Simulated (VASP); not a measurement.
# As2Se in VASP: single point with PBEsol

Aim: the single point of As2Se with PBEsol.

All numbers are computed with VASP 6.6.1; they aren't measurements. Logs are shortened: lines on timing, memory, paths and dates and some standing lists are left out, and cuts for length are marked.

**1. The cell of the first run**

The typed cell holds 6 atoms: a = 5.602 Å, b = 5.601 Å, c = 5.602 Å, α = 103.05°, β = 104.89°, γ = 121.15°.

**2. Single point, PBEsol**

INCAR

```
  ALGO = Normal
  EDIFF = 1E-6
  ENCUT = 520
  GGA = PS
  ISIF = 2
  ISMEAR = 0
  LASPH = T
  LCHARG = F
  LREAL = F
  LWAVE = F
  NBANDS = 25
  NELM = 100
  PREC = Accurate
  SIGMA = 0.1
```

KPOINTS

```
k-points
0
Gamma
  6 6 6
```

POSCAR

```
As2Se
1.0
   -3.4851583709      3.4143149706      2.7522629767
    3.4845186771     -3.4141911740      2.7512474860
    3.4854621265      3.4144949296     -2.7520983194
As Se
4 2
Direct
    0.8722021604      0.1157165058      0.7534919147
    0.3727498125      0.1157970982      0.2539848342
    0.9442979753      0.7058527512      0.7721390901
    0.8006357247      0.0619470039      0.2717822256
    0.5014283642      0.4886886173     -0.0022293591
    0.2459562802      0.7337048372      0.4982922050
```

Potentials or basis: VASP PAW PBE potentials, release 64 (As, Se).

The run is started by

```bash
$ cat potpaw_PBE.64/As/POTCAR potpaw_PBE.64/Se/POTCAR > POTCAR
$ mpirun -np 1 vasp_std > vasp.out
```

OUTCAR:

```text
EDIFF = 1E-6
   ENCUT = 520
   GGA = PS
   ISIF = 2
   ISMEAR = 0
   LASPH = T
   LREAL = F
   NELM = 100
   PREC = Accurate

 ion  position               nearest neighbor table
   1  0.872  0.116  0.753-   4 2.55   3 2.55   6 2.68   5 2.70
   2  0.373  0.116  0.254-   4 2.55   3 2.55   6 2.68   5 2.70
   3  0.944  0.706  0.772-   6 2.53   2 2.55   1 2.55
   4  0.801  0.062  0.272-   5 2.52   2 2.55   1 2.55
   5  0.501  0.489  0.998-   4 2.52   2 2.70   1 2.70
   6  0.246  0.734  0.498-   3 2.53   1 2.68   2 2.68

  LATTYP: Found a triclinic cell.
 ALAT       =    11.1643036813
 B/A-ratio  =     0.6116646505
 C/A-ratio  =     0.4929560014
 COS(alpha) =     0.0000466011
 COS(beta)  =     0.2465951448
 COS(gamma) =     0.9174809738

  Lattice vectors:

 A1 = (   3.4848546153, -10.2431248708,  -2.7524276340)
 A2 = (  -0.0003037556,  -6.8288099002,  -0.0001646573)
 A3 = (   0.0006396938,  -0.0001237966,  -5.5035104627)

Analysis of symmetry for initial positions (statically):
=====================================================================
 Subroutine PRICEL returns:
 Original cell was already a primitive cell.

 Routine SETGRP: Setting up the symmetry group for a
 triclinic supercell.

 Subroutine GETGRP returns: Found  1 space group operations
 (whereof  1 operations were pure point group operations)
 out of a pool of  2 trial point group operations.

The static configuration has the point symmetry C_1 .

Analysis of symmetry for dynamics (positions and initial velocities):
=====================================================================
 Subroutine PRICEL returns:
 Original cell was already a primitive cell.

 Routine SETGRP: Setting up the symmetry group for a
 triclinic supercell.

 Subroutine GETGRP returns: Found  1 space group operations
 (whereof  1 operations were pure point group operations)
 out of a pool of  2 trial point group operations.

The dynamic configuration has the point symmetry C_1 .

 Subroutine INISYM returns: Found  1 space group operations
 (whereof  1 operations are pure point group operations),
 and found     1 'primitive' translations

----------------------------------------------------------------------------------------

                                     Primitive cell

  volume of cell :     130.9744

  direct lattice vectors                    reciprocal lattice vectors
    -3.485158371  3.414314971  2.752262977     0.000015799  0.146434019  0.181698915
     3.484518677 -3.414191174  2.751247486     0.143494601 -0.000010764  0.181718887
     3.485462126  3.414494930 -2.752098319     0.143466038  0.146432019  0.000013382

  length of vectors
     5.601680737  5.600708394  5.601898519     0.233361132  0.231543634  0.204999611

  position of ions in fractional coordinates (direct lattice)
     0.872202160  0.115716506  0.753491915
     0.372749812  0.115797098  0.253984834
     0.944297975  0.705852751  0.772139090
     0.800635725  0.061947004  0.271782226
     0.501428364  0.488688617  0.997770641
     0.245956280  0.733704837  0.498292205

  ion indices of the primitive-cell ions
   primitive index   ion index
                 1           1
                 2           2
                 3           3
                 4           4
                 5           5
                 6           6

----------------------------------------------------------------------------------------

 KPOINTS: k-points

Automatic generation of k-mesh.
 Grid dimensions read from file:
 generate k-points for:    6    6    6

 Generating k-lattice:

  Cartesian coordinates                     Fractional coordinates (reciprocal lattice)
     0.000002633  0.024405670  0.030283153     0.166666667  0.000000000  0.000000000
     0.023915767 -0.000001794  0.030286481    -0.000000000  0.166666667  0.000000000
     0.023911006  0.024405336  0.000002230    -0.000000000 -0.000000000  0.166666667

  Length of vectors
     0.038893522  0.038590606  0.034166602

  Shift w.r.t. Gamma in fractional coordinates (k-lattice)
     0.000000000  0.000000000  0.000000000

 Subroutine IBZKPT returns following result:
 ===========================================

 Found    112 irreducible k-points:

 Following reciprocal coordinates:
            Coordinates               Weight
  0.000000  0.000000  0.000000      1.000000
  0.166667  0.000000 -0.000000      2.000000
  0.333333  0.000000 -0.000000      2.000000
  0.500000  0.000000  0.000000      1.000000
 -0.000000  0.166667  0.000000      2.000000
  0.166667  0.166667  0.000000      2.000000
[... 16 lines left out ...]
  0.333333  0.000000  0.166667      2.000000
  0.500000  0.000000  0.166667      2.000000
 [... further k-points ...]
   k-points           NKPTS =    112   k-points in BZ     NKDIM =    112   number of bands    NBANDS=     25
   number of dos      NEDOS =    301   number of ions     NIONS =      6
   total plane-waves  NPLWV =  74088
   dimension x,y,z NGX =    42 NGY =   42 NGZ =   42
   dimension x,y,z NGXF=    84 NGYF=   84 NGZF=   84
   ions per type =               4   2
   NGX,Y,Z   is equivalent  to a cutoff of  12.46, 12.47, 12.46 a.u.
   NGXF,Y,Z  is equivalent  to a cutoff of  24.93, 24.93, 24.93 a.u.
 SYSTEM =  unknown system
   PREC   = accura    normal or accurate (medium, high low for compatibility)
   ISTART =      0    job   : 0-new  1-cont  2-samecut
   ICHARG =      2    charge: 1-file 2-atom 10-const
   ISPIN  =      1    spin polarized calculation?
   LNONCOLLINEAR =      F non collinear calculations
   LSORBIT =      F    spin-orbit coupling
   LASPH  =      T    aspherical Exc in radial PAW
   ENCUT  =  520.0 eV  38.22 Ry    6.18 a.u.  10.42 10.41 10.42*2*pi/ulx,y,z
   NELM   =    100;   NELMIN=  2; NELMDL= -5     # of ELM steps
   EDIFF  = 0.1E-05   stopping-criterion for ELM
   LREAL  =      F    real-space projection
   EDIFFG = 0.1E-04   stopping-criterion for IOM
   NSW    =      0    number of steps for IOM
   IBRION =     -1    ionic relax: 0-MD 1-quasi-New 2-CG
   NFREE  =      0    steps in history (QN), initial steepest desc. (CG)
   ISIF   =      2    stress and relaxation
   ISYM   =      2    0-nonsym 1-usesym 2-fastsym
   POTIM  = 0.5000    time-step for ionic-motion
   TEBEG  =    0.0;   TEEND  =   0.0 temperature during run
   PSTRESS=    0.0 pullay stress
   NELECT =      32.0000    total number of electrons
   NUPDOWN=      -1.0000    fix difference up-down
   EMIN   =  10.00;   EMAX   =-10.00  energy-range for DOS
   EFERMI =   0.00;   METHOD = LEGACY
   ISMEAR =     0;   SIGMA  =   0.10  broadening in eV -4-tet -1-fermi 0-gaus
   EFERMI_NEDOS =   21; number of points for ismear=-14 and -15
   IALGO  =     38    algorithm
   IMIX   =      4    mixing-type and parameters
     AMIX     =   0.40;   BMIX     =  1.00
     AMIX_MAG =   1.60;   BMIX_MAG =  1.00
  volume/ion in A,a.u.               =      21.83       147.31
  Fermi-wavevector in a.u.,A,eV,Ry     =   1.023441  1.934023 14.251163  1.047431
  Thomas-Fermi vector in A             =   2.157174
   LORBIT       =      0    0 simple, 1 ext, 2 COOP (PROOUT), +10 PAW based schemes
   GGA     = PS    functional components
   LHFCALC =     F    Hartree Fock is set to
   AEXX    =    0.0000 exact exchange contribution
   IVDW    =     0    specifies the selected vdW correction
   LEPSILON=     F    determine dielectric tensor
   LRPA    =     F    only Hartree local field effects (RPA)
 non-spin polarized calculation
 Gauss-broadening in eV      SIGMA  =   0.10
  energy-cutoff  :      520.00
  volume of cell :      130.97
 maximum number of plane-waves:      3551
 NGX is ok and might be reduce to    42
   NGX = 21   NGY = 21   NGZ = 21

 number of electron      32.0000000 magnetization

 Free energy of the ion-electron system (eV)
  ---------------------------------------------------
  ext. energy  EPLUGINS =         0.00000000
  ---------------------------------------------------
  free energy    TOTEN  =       -28.01210556 eV

  energy without entropy =      -28.01066396  energy(sigma->0) =      -28.01138476

 E-fermi :   4.8364     XC(G=0): -10.0973

 val. band max:        4.7960052731   @ k =   0.5000   0.5000   0.5000
 cond. band min:       4.9685447526   @ k =  -0.0000   0.0000   0.5000
 fundamental gap:      0.1725394795
 Fermi energy:         4.8363716638

 k-point     1 :       0.0000    0.0000    0.0000
  band No.  band energies     occupation
      1     -10.4931      2.00000
      2      -8.0868      2.00000
      3      -6.1193      2.00000
      4      -5.9260      2.00000
      5      -5.7792      2.00000
      6      -3.8080      2.00000
[... 17 lines left out ...]
     24      10.2187      0.00000
     25      10.8737      0.00000

 k-point     2 :       0.1667    0.0000   -0.0000
  band No.  band energies     occupation
      1     -10.3131      2.00000
      2      -8.1944      2.00000
      3      -6.6528      2.00000
      4      -6.2177      2.00000
      5      -5.3607      2.00000
      6      -3.9300      2.00000
[... 17 lines left out ...]
     24       9.7995      0.00000
     25      10.5138      0.00000

 k-point     3 :       0.3333    0.0000   -0.0000
  band No.  band energies     occupation
      1      -9.7953      2.00000
      2      -8.4111      2.00000
      3      -7.6179      2.00000
      4      -6.5035      2.00000
      5      -5.2599      2.00000
      6      -3.6211      2.00000
[... 17 lines left out ...]
     24      10.0517      0.00000
     25      10.2148      0.00000

 k-point     4 :       0.5000    0.0000    0.0000
  band No.  band energies     occupation
      1      -9.1921      2.00000
      2      -8.7764      2.00000
      3      -8.1346      2.00000
      4      -6.6316      2.00000
      5      -5.3136      2.00000
      6      -3.2703      2.00000
[... 17 lines left out ...]
     24      10.0566      0.00000
     25      10.5728      0.00000
[... 477 lines left out ...]
 k-point    22 :       0.1667    0.0000    0.1667
  band No.  band energies     occupation
      1     -10.0581      2.00000
      2      -8.4513      2.00000
      3      -7.0361      2.00000
      4      -6.4213      2.00000
      5      -4.9863      2.00000
      6      -3.9667      2.00000
[... 17 lines left out ...]
     24      10.0974      0.00000
     25      10.3585      0.00000

 k-point    23 :       0.3333    0.0000    0.1667
  band No.  band energies     occupation
      1      -9.4603      2.00000
      2      -8.6160      2.00000
      3      -7.9385      2.00000
      4      -6.7239      2.00000
      5      -5.0131      2.00000
      6      -3.5445      2.00000
[... 17 lines left out ...]
     24       9.9487      0.00000
     25      10.5865      0.00000

 k-point    24 :       0.5000    0.0000    0.1667
  band No.  band energies     occupation
      1      -9.2764      2.00000
      2      -8.6766      2.00000
      3      -8.0745      2.00000
      4      -6.7911      2.00000
      5      -5.1192      2.00000
      6      -3.5250      2.00000
[... 17 lines left out ...]
     24       9.6156      0.00000
     25      10.6439      0.00000

 [... further k-points ...]
[... 5 lines left out ...]
  --------------------------------------------------------------------------------------
  -------------------------------------------------------------------------------------
  Total        0.2432064      0.2104632      0.2111407     -0.0009980     -0.0006261      0.0005838
  in kB        2.9750839      2.5745440      2.5828319     -0.0122077     -0.0076592      0.0071421
  external PRESSURE =       2.7108199 kB  Pullay stress =       0.0000000 kB

 VOLUME and BASIS-vectors are now :
 -----------------------------------------------------------------------------
  energy-cutoff  :      520.00
  volume of cell :      130.97
      direct lattice vectors                 reciprocal lattice vectors
    -3.485158371  3.414314971  2.752262977     0.000015799  0.146434019  0.181698915
     3.484518677 -3.414191174  2.751247486     0.143494601 -0.000010764  0.181718887
     3.485462126  3.414494930 -2.752098319     0.143466038  0.146432019  0.000013382

 POSITION                                       TOTAL-FORCE (eV/Angst)
 -----------------------------------------------------------------------------------
     -0.01028      5.15569      0.64521         0.049580      0.000508      0.000877
     -0.01034      1.74456      0.64550         0.050185     -0.000160      0.000712
      1.85979      3.45068      2.41593        -0.032863     -0.000542     -0.045824
     -1.62720      3.45012      1.62602        -0.032389      0.000670      0.046418
      3.43298      3.45044     -0.02140        -0.017583     -0.000395     -0.003209
      3.43619      0.03618      1.32419        -0.016930     -0.000082      0.001026
 -----------------------------------------------------------------------------------
    total drift:                               -0.000081     -0.000016     -0.000109

  FREE ENERGIE OF THE ION-ELECTRON SYSTEM (eV)
  ---------------------------------------------------
  free  energy   TOTEN  =       -28.0121055636 eV

  energy  without entropy=      -28.0106639650  energy(sigma->0) =      -28.01138476
```

It took 6.8 min on 1 thread of Intel Xeon 6975P-C (Granite Rapids), shared host; peak memory 0.46 GiB.

What came out:

- Free energy: -28.0121 eV
- Pressure: 0.3 GPa
- Largest force: 0.057 eV/Å
- Band gap on the k mesh: zero (bands 16 and 17 overlap by 0.28 eV)

Forces on the atoms (eV/Å):
```
As   0.050  0.001  0.001
As   0.050  0.000  0.001
As  -0.033 -0.001 -0.046
As  -0.032  0.001  0.046
Se  -0.018  0.000 -0.003
Se  -0.017  0.000  0.001
```

Caveat: the PAW data sets were made with another functional, which shifts forces and pressure a little.

The gap in the log of VASP goes by the Fermi energy; the results here count the filled bands.